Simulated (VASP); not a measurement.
Wanted: the native input for a VASP 6.6.1 run.

```yaml
Task: single point
Functional: PBE
Potentials_or_basis: VASP PAW PBE potentials, release 64 (P, B)
Cutoff: 520 eV
k_mesh: 5 × 5 × 5
Occupations: gaussian, width 0.1 eV
Spin: no spin polarisation
Dipole_correction: no
Further_INCAR_settings: LREAL = Auto; ALGO = Fast; EDIFF = 1e-06; NBANDS = 70
```

The structure of B2P3 lies in POSCAR:

```
B2P3
1.0
    7.0359130000      0.4693660000      0.5166560000
    0.5027410000      7.1185840000      0.1680410000
    0.5466890000      0.1625050000      7.1977500000
P B
15 10
Direct
    0.3382915056      0.7664808259      0.7762483314
    0.6779994866      0.9521315836      0.8399205308
    0.6025971383      0.3359893520      0.1830401523
    0.1694506267      0.0669160444      0.7692559450
    0.5277946226      0.9620659467      0.3639989311
    0.8319572629      0.8905179040      0.1946330400
    0.9029182283      0.2925500206      0.8999204246
    0.4736678252      0.6845674258      0.4934659532
    0.0936732178      0.6692162791      0.4702684351
    0.0107438341      0.1910705541      0.3979299155
    0.3347291679      0.9177796043      0.1536896118
    0.1917270106      0.3444232773      0.1729909072
    0.7913167015      0.5707934382      0.5263956474
    0.4432362673      0.1746807232      0.7718089701
    0.1685577930      0.5436086417      0.7598050686
    0.7445579441      0.1095823225      0.0361179510
    0.7221519616      0.4457245267      0.7686732507
    0.7442638745      0.3271792795      0.4085230674
    0.5082775738      0.7599199950      0.9627367013
    0.0627539235      0.9194744317      0.3208386640
    0.8350463528      0.6527420022      0.0773612956
    0.0226000524      0.4942328574      0.0107449846
    0.6548878819      0.5468777856      0.9975176920
    0.2835528782      0.1441485103      0.0060762065
    0.6237196501      0.3174948745      0.6297479734
```

One way to write it, as run:

INCAR

```
SYSTEM = B2P3
PREC = Accurate ; ENCUT = 520
EDIFF = 1E-6 ; ISMEAR = 0
SIGMA = 0.1 ; LREAL = Auto
LASPH = .True. ; NELM = 100
ALGO = Fast ; ISIF = 2
LWAVE = .False. ; LCHARG = .False.
GGA = PE ; NBANDS = 70
```

KPOINTS

```
regular mesh
0
Gamma
  5 5 5
  0 0 0
```

Potentials or basis: VASP PAW PBE potentials, release 64 (P, B).

Run with:

```console
$ cat potpaw_PBE.64/P/POTCAR potpaw_PBE.64/B/POTCAR > POTCAR
$ mpirun -np 1 vasp_std > vasp.out
```

It gave:

```
Pressure               : -0.2 GPa
Largest force          : 0.137 eV/Å
Band gap on the k mesh : zero (an odd number of electrons rules out a gap without spin polarisation)
```

Caveat: the atoms stand as in a frame of molecular dynamics; an odd number of electrons without spin polarisation forces a metal; a magnetic or distorted state may lie lower.

It took 59 min on 1 thread of Oxide Virtual Turin-like Processor, with other jobs on the host, peak memory 0.98 GiB.
